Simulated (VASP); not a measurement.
ZrSnO4, 6 atoms in the cell. It takes space group Cmmm (No. 65, orthorhombic). Conventional cell: a = 6.800 Å, b = 6.866 Å, c = 3.211 Å, α = 90.00°, β = 90.00°, γ = 90.00°. Within 2.7 Å of Sn (site symmetry mmm) lie 6 O at 2.07 to 2.08 Å. Within 2.8 Å of Zr (site symmetry mmm) lie 6 O at 2.08 to 2.11 Å. O (site symmetry 2mm) has 1 Sn at 2.07 Å and 2 Zr at 2.08 Å and 1 O at 2.66 Å within 2.7 Å. Within 2.8 Å of O (site symmetry m2m) lie 2 Sn at 2.08 Å and 1 Zr at 2.11 Å and 1 O at 2.66 Å. 

| Quantity | Value |
| --- | --- |
| Program | VASP 6.6.1 |
| Task | single point |
| Functional | PBEsol |
| Potentials or basis | VASP PAW PBE potentials, release 64 (Sn_d, Zr_sv, O) |
| Cutoff | 520 eV |
| k mesh | 6 × 6 × 8 |
| Occupations | fermi-dirac, width 0.02 eV |
| Spin | no spin polarisation |
| Dipole correction | no |
| Further INCAR settings | ALGO = Normal; EDIFF = 1e-06; NBANDS = 34 |

Potentials or basis: VASP PAW PBE potentials, release 64 (Sn_d, Zr_sv, O).

The run is started by

```sh
$ cat potpaw_PBE.64/Sn_d/POTCAR potpaw_PBE.64/Zr_sv/POTCAR potpaw_PBE.64/O/POTCAR > POTCAR
$ mpirun -np 1 vasp_std > vasp.out
```

Hardware: 1 thread of Intel(R) Xeon(R) 6975P-C (Granite Rapids), on a shared host.

Problem. How long does it take, and how much memory?

Solution. It took 84 s on 1 thread of Intel(R) Xeon(R) 6975P-C (Granite Rapids), on a shared host, peak memory 0.28 GiB. Counts: scf iterations 14, k points 65.
